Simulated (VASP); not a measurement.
PtSe2 (Sudovikovite):

```
Pt Se
1.0
     3.77301    0.00000    0.00000
    -1.88650    3.26752    0.00000
     0.00000    0.00000    5.12861
Pt Se
1 2
Cartesian
  0.0000 0.0000 0.0000
  1.8865 1.0892 3.8465
  0.0000 2.1783 1.2822
```

Base run:

- Program: VASP 6.6.1
- Functional: PBEsol
- Dispersion: D4
- Potentials or basis: VASP PAW PBE potentials, release 64 (Pt, Se)
- Cutoff: 520 eV
- k mesh: 8 × 8 × 5
- Occupations: fermi-dirac, width 0.05 eV
- Spin: no spin polarisation

Its results: band gap on the k mesh zero (band 11 reaches 6.26 eV, above the bottom of band 12 at 5.94 eV); pressure -4.7 GPa; largest force 0.108 eV/Å.

Task: The run is repeated on the same cell with these changes: functional from PBEsol to BLYP. What comes out?

Result: Band gap on the k mesh zero (band 11 reaches 6.81 eV, above the bottom of band 12 at 6.57 eV); pressure 2.5 GPa; largest force 0.688 eV/Å.

BLYP binds less tightly than PBEsol, so the same cell stands under more pressure.

Caveats: the PAW data sets were made with another functional, which shifts forces and pressure a little; spin-orbit coupling is left out, which moves the levels of the heavy elements; pairwise dispersion overbinds metals, which lowers pressure and volume.
